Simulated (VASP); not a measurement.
# GaSb (F-43m) in VASP: a series of runs

GaSb is run at these levels: PBE; tasks: electric field gradients, density of states.

Everything below comes from runs of VASP 6.6.1. Logs are shortened: lines on timing, memory, paths and dates and some standing lists are left out, and cuts for length are marked.

## (1) The cell of the first run

The structure is cubic, space group F-43m (No. 216). The conventional cell has a = 6.238 Å, b = 6.238 Å, c = 6.238 Å, α = 90.00°, β = 90.00°, γ = 90.00°. Ga (site symmetry -43m) has 4 Sb at 2.70 Å within 3.6 Å. Within 3.6 Å of Sb (site symmetry -43m) lie 4 Ga at 2.70 Å.

## (2) Electric field gradients, PBE (volume scaled by 1.06)

INCAR reads:

```
PREC = Accurate
ENCUT = 520
EDIFF = 1E-8
ISMEAR = -1
SIGMA = 0.05
LREAL = False
LASPH = True
NELM = 60
ALGO = Normal
ISIF = 2
LWAVE = False
LCHARG = False
GGA = PE
LEFG = True
NBANDS = 16
```

KPOINTS reads:

```
Automatic mesh
0
Gamma
  9 9 9
```

POSCAR reads:

```
GaSb
1.0
    0.0000000000      3.1189956238      3.1189956238
    3.1189956238      0.0000000000      3.1189956238
    3.1189956238      3.1189956238      0.0000000000
Ga Sb
1 1
Direct
    0.0000000000      0.0000000000      0.0000000000
    0.7500000000      0.7500000000      0.7500000000
```

Potentials or basis: VASP PAW PBE potentials, release 64 (Ga_d, Sb).

The run is started by

```
$ cat potpaw_PBE.64/Ga_d/POTCAR potpaw_PBE.64/Sb/POTCAR > POTCAR
$ mpirun -np 1 vasp_std > vasp.out
```

OUTCAR:

```text
PREC = Accurate
   ENCUT = 520
   EDIFF = 1E-8
   ISMEAR = -1
   LREAL = False
   LASPH = True
   NELM = 60
   ISIF = 2
   GGA = PE

 ion  position               nearest neighbor table
   1  0.000  0.000  0.000-   2 2.70   2 2.70   2 2.70   2 2.70
   2  0.750  0.750  0.750-   1 2.70   1 2.70   1 2.70   1 2.70

  LATTYP: Found a face centered cubic cell.
 ALAT       =     6.2379912476

  Lattice vectors:

 A1 = (   0.0000000000,   3.1189956238,   3.1189956238)
 A2 = (   3.1189956238,   0.0000000000,   3.1189956238)
 A3 = (   3.1189956238,   3.1189956238,   0.0000000000)

Analysis of symmetry for initial positions (statically):
=====================================================================
 Subroutine PRICEL returns:
 Original cell was already a primitive cell.

 Routine SETGRP: Setting up the symmetry group for a
 face centered cubic supercell.

 Subroutine GETGRP returns: Found 24 space group operations
 (whereof 24 operations were pure point group operations)
 out of a pool of 48 trial point group operations.

The static configuration has the point symmetry T_d .

Analysis of symmetry for dynamics (positions and initial velocities):
=====================================================================
 Subroutine PRICEL returns:
 Original cell was already a primitive cell.

 Routine SETGRP: Setting up the symmetry group for a
 face centered cubic supercell.

 Subroutine GETGRP returns: Found 24 space group operations
 (whereof 24 operations were pure point group operations)
 out of a pool of 48 trial point group operations.

The dynamic configuration has the point symmetry T_d .

 Subroutine INISYM returns: Found 24 space group operations
 (whereof 24 operations are pure point group operations),
 and found     1 'primitive' translations

----------------------------------------------------------------------------------------

                                     Primitive cell

  volume of cell :      60.6840

  direct lattice vectors                    reciprocal lattice vectors
     0.000000000  3.118995624  3.118995624    -0.160308016  0.160308016  0.160308016
     3.118995624  0.000000000  3.118995624     0.160308016 -0.160308016  0.160308016
     3.118995624  3.118995624  0.000000000     0.160308016  0.160308016 -0.160308016

  length of vectors
     4.410925912  4.410925912  4.410925912     0.277661628  0.277661628  0.277661628

  position of ions in fractional coordinates (direct lattice)
     0.000000000  0.000000000  0.000000000
     0.750000000  0.750000000  0.750000000

  ion indices of the primitive-cell ions
   primitive index   ion index
                 1           1
                 2           2

----------------------------------------------------------------------------------------

 KPOINTS: Automatic mesh

Automatic generation of k-mesh.
 Grid dimensions read from file:
 generate k-points for:    9    9    9

 Generating k-lattice:

  Cartesian coordinates                     Fractional coordinates (reciprocal lattice)
    -0.017812002  0.017812002  0.017812002     0.111111111  0.000000000  0.000000000
     0.017812002 -0.017812002  0.017812002     0.000000000  0.111111111  0.000000000
     0.017812002  0.017812002 -0.017812002     0.000000000  0.000000000  0.111111111

  Length of vectors
     0.030851292  0.030851292  0.030851292

  Shift w.r.t. Gamma in fractional coordinates (k-lattice)
     0.000000000  0.000000000  0.000000000

 Subroutine IBZKPT returns following result:
 ===========================================

 Found     35 irreducible k-points:

 Following reciprocal coordinates:
            Coordinates               Weight
  0.000000  0.000000  0.000000      1.000000
  0.111111  0.000000  0.000000      8.000000
  0.222222  0.000000  0.000000      8.000000
  0.333333  0.000000  0.000000      8.000000
  0.444444  0.000000  0.000000      8.000000
  0.111111  0.111111  0.000000      6.000000
[... 16 lines left out ...]
 -0.333333  0.333333  0.000000     12.000000
  0.444444  0.444444  0.000000      6.000000
 [... further k-points ...]
   k-points           NKPTS =     35   k-points in BZ     NKDIM =     35   number of bands    NBANDS=     16
   number of dos      NEDOS =    301   number of ions     NIONS =      2
   total plane-waves  NPLWV =  46656
   dimension x,y,z NGX =    36 NGY =   36 NGZ =   36
   dimension x,y,z NGXF=    72 NGYF=   72 NGZF=   72
   ions per type =               1   1
   NGX,Y,Z   is equivalent  to a cutoff of  13.57, 13.57, 13.57 a.u.
   NGXF,Y,Z  is equivalent  to a cutoff of  27.14, 27.14, 27.14 a.u.
 SYSTEM =  unknown system
   PREC   = accura    normal or accurate (medium, high low for compatibility)
   ISTART =      0    job   : 0-new  1-cont  2-samecut
   ICHARG =      2    charge: 1-file 2-atom 10-const
   ISPIN  =      1    spin polarized calculation?
   LNONCOLLINEAR =      F non collinear calculations
   LSORBIT =      F    spin-orbit coupling
   LASPH  =      T    aspherical Exc in radial PAW
   ENCUT  =  520.0 eV  38.22 Ry    6.18 a.u.   8.20  8.20  8.20*2*pi/ulx,y,z
   NELM   =     60;   NELMIN=  2; NELMDL= -5     # of ELM steps
   EDIFF  = 0.1E-07   stopping-criterion for ELM
   LREAL  =      F    real-space projection
   EDIFFG = 0.1E-06   stopping-criterion for IOM
   NSW    =      0    number of steps for IOM
   IBRION =     -1    ionic relax: 0-MD 1-quasi-New 2-CG
   NFREE  =      0    steps in history (QN), initial steepest desc. (CG)
   ISIF   =      2    stress and relaxation
   ISYM   =      2    0-nonsym 1-usesym 2-fastsym
   POTIM  = 0.5000    time-step for ionic-motion
   TEBEG  =    0.0;   TEEND  =   0.0 temperature during run
   PSTRESS=    0.0 pullay stress
   NELECT =      18.0000    total number of electrons
   NUPDOWN=      -1.0000    fix difference up-down
   EMIN   =  10.00;   EMAX   =-10.00  energy-range for DOS
   EFERMI =   0.00;   METHOD = LEGACY
   ISMEAR =    -1;   SIGMA  =   0.05  broadening in eV -4-tet -1-fermi 0-gaus
   EFERMI_NEDOS =   21; number of points for ismear=-14 and -15
   IALGO  =     38    algorithm
   IMIX   =      4    mixing-type and parameters
     AMIX     =   0.40;   BMIX     =  1.00
     AMIX_MAG =   1.60;   BMIX_MAG =  1.00
  volume/ion in A,a.u.               =      30.34       204.76
  Fermi-wavevector in a.u.,A,eV,Ry     =   1.091794  2.063192 16.218352  1.192015
  Thomas-Fermi vector in A             =   2.228047
   LORBIT       =      0    0 simple, 1 ext, 2 COOP (PROOUT), +10 PAW based schemes
   GGA     = PE    functional components
   LHFCALC =     F    Hartree Fock is set to
   AEXX    =    0.0000 exact exchange contribution
   IVDW    =     0    specifies the selected vdW correction
   LEPSILON=     F    determine dielectric tensor
   LRPA    =     F    only Hartree local field effects (RPA)
 non-spin polarized calculation
  energy-cutoff  :      520.00
  volume of cell :       60.68
 maximum number of plane-waves:      1645
 NGX is ok and might be reduce to    36
   NGX = 17   NGY = 17   NGZ = 17

 number of electron      17.9999993 magnetization

 Free energy of the ion-electron system (eV)
  ---------------------------------------------------
  ext. energy  EPLUGINS =         0.00000000
  ---------------------------------------------------
  free energy    TOTEN  =        -7.36927670 eV

  energy without entropy =       -7.36882556  energy(sigma->0) =       -7.36905113

 E-fermi :   4.3408     XC(G=0):  -8.8365

 val. band max:        4.2931790728   @ k =   0.0000   0.0000   0.0000
 cond. band min:       4.6022010637   @ k =   0.4444   0.0000   0.0000
 fundamental gap:      0.3090219909
 Fermi energy:         4.3408444154

 k-point     1 :       0.0000    0.0000    0.0000
  band No.  band energies     occupation
      1     -10.6367      2.00000
      2     -10.6367      2.00000
      3     -10.6367      2.00000
      4     -10.5953      2.00000
      5     -10.5953      2.00000
      6      -6.7932      2.00000
[... 8 lines left out ...]
     15      12.7740      0.00000
     16      12.7740      0.00000

 k-point     2 :       0.1111    0.0000    0.0000
  band No.  band energies     occupation
      1     -10.6392      2.00000
      2     -10.6355      2.00000
      3     -10.6355      2.00000
      4     -10.5954      2.00000
      5     -10.5954      2.00000
      6      -6.6755      2.00000
[... 8 lines left out ...]
     15      12.1233      0.00000
     16      12.1233      0.00000
[... 387 lines left out ...]
      5     -10.5949      2.00000
      6      -4.7892      2.00000
[... 8 lines left out ...]
     15      12.3081      0.00000
     16      15.9685      0.00000

 k-point    24 :       0.4444    0.4444    0.0000
  band No.  band energies     occupation
      1     -10.6717      2.00000
      2     -10.6175      2.00000
      3     -10.6175      2.00000
      4     -10.6041      2.00000
      5     -10.5918      2.00000
      6      -4.7220      2.00000
[... 8 lines left out ...]
     15      15.0474      0.00000
     16      15.2232      0.00000

 [... further k-points ...]
[... 5 lines left out ...]
  --------------------------------------------------------------------------------------
  -------------------------------------------------------------------------------------
  Total       -0.1648754     -0.1648754     -0.1648754      0.0000000     -0.0000000      0.0000000
  in kB       -4.3530361     -4.3530361     -4.3530361      0.0000000     -0.0000000      0.0000000
  external PRESSURE =      -4.3530361 kB  Pullay stress =       0.0000000 kB

 VOLUME and BASIS-vectors are now :
 -----------------------------------------------------------------------------
  energy-cutoff  :      520.00
  volume of cell :       60.68
      direct lattice vectors                 reciprocal lattice vectors
     0.000000000  3.118995624  3.118995624    -0.160308016  0.160308016  0.160308016
     3.118995624  0.000000000  3.118995624     0.160308016 -0.160308016  0.160308016
     3.118995624  3.118995624  0.000000000     0.160308016  0.160308016 -0.160308016

 POSITION                                       TOTAL-FORCE (eV/Angst)
 -----------------------------------------------------------------------------------
      0.00000      0.00000      0.00000        -0.000000     -0.000000     -0.000000
      4.67849      4.67849      4.67849         0.000000      0.000000      0.000000
 -----------------------------------------------------------------------------------
    total drift:                               -0.000001     -0.000001     -0.000001

  FREE ENERGIE OF THE ION-ELECTRON SYSTEM (eV)
  ---------------------------------------------------
  free  energy   TOTEN  =        -7.3692766979 eV

  energy  without entropy=       -7.3688255617  energy(sigma->0) =       -7.36905113

 Electric field gradients (V/A^2)
---------------------------------------------------------------------
 ion       V_xx      V_yy      V_zz      V_xy      V_xz      V_yz
---------------------------------------------------------------------
   1      -0.000    -0.000     0.000     0.002     0.002     0.002
   2      -0.000    -0.000    -0.000     0.000     0.000     0.000
---------------------------------------------------------------------

 Electric field gradients after diagonalization (V/A^2)
 (convention: |V_zz| > |V_xx| > |V_yy|)
----------------------------------------------------------------------
 ion       V_xx      V_yy      V_zz     asymmetry (V_yy - V_xx)/ V_zz
----------------------------------------------------------------------
   1      -0.002    -0.002     0.005       0.000
   2      -0.000    -0.000     0.000       0.000
----------------------------------------------------------------------

           NMR quadrupolar parameters

 Cq : quadrupolar parameter    Cq=e*Q*V_zz/h
 eta: asymmetry parameters     (V_yy - V_xx)/ V_zz
 Q  : nuclear electric quadrupole moment in mb (millibarn)
----------------------------------------------------------------------
 ion       Cq(MHz)       eta       Q (mb)
----------------------------------------------------------------------
   1       0.000       0.000       1.000
   2       0.000       0.000       1.000
----------------------------------------------------------------------
```

Wall time 52 s (1 thread of Intel Xeon Platinum 8375C at 2.90GHz (Ice Lake), shared host); peak memory 0.21 GiB.

Results:

* Free energy: -7.3693 eV
* Pressure: -0.4 GPa
* Band gap on the k mesh: zero (filled and empty bands touch)

Caveat: without QUAD_EFG the Cq values of the log hold for a quadrupole moment of 1 mb, not for the nuclei; spin-orbit coupling is left out, which moves the levels of the heavy elements.

[end of part 1 of 2]
